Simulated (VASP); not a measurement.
The system is BP.

```
B P
1.0
     3.20394    0.00000    0.00000
    -1.60197    2.77469    0.00000
     0.00000    0.00000    8.46662
B P
2 2
Direct
  0.33333 0.66667 0.25000
  0.66667 0.33333 0.75000
  0.66667 0.33333 0.25000
  0.33333 0.66667 0.75000
```

Base run:

```yaml
Program: VASP 6.6.1
Functional: PBE
Potentials_or_basis: VASP PAW PBE potentials, release 64 (B, P)
Cutoff: 520 eV
k_mesh: 6 × 6 × 2
Occupations: gaussian, width 0.01 eV
Spin: no spin polarisation
```

Its results: band gap on the k mesh 0.87 eV, direct; pressure 1.0 GPa.

The run is repeated on the same cell with these changes: functional from PBE to PBE-based screened hybrid; further incar settings from ALGO = Normal; EDIFF = 1e-06; NBANDS = 16 to ALGO = Normal; EDIFF = 1e-07; NBANDS = 16. What comes out?

Band gap on the k mesh 0.94 eV, direct; pressure 0.7 GPa.

Caveats: this functional lacks dispersion, which binds the layers, so the pressure and a relaxed spacing across them are unreliable (some runs); the PAW data sets were made with another functional, which shifts forces and pressure a little (some runs).

A k mesh can miss the band edges.
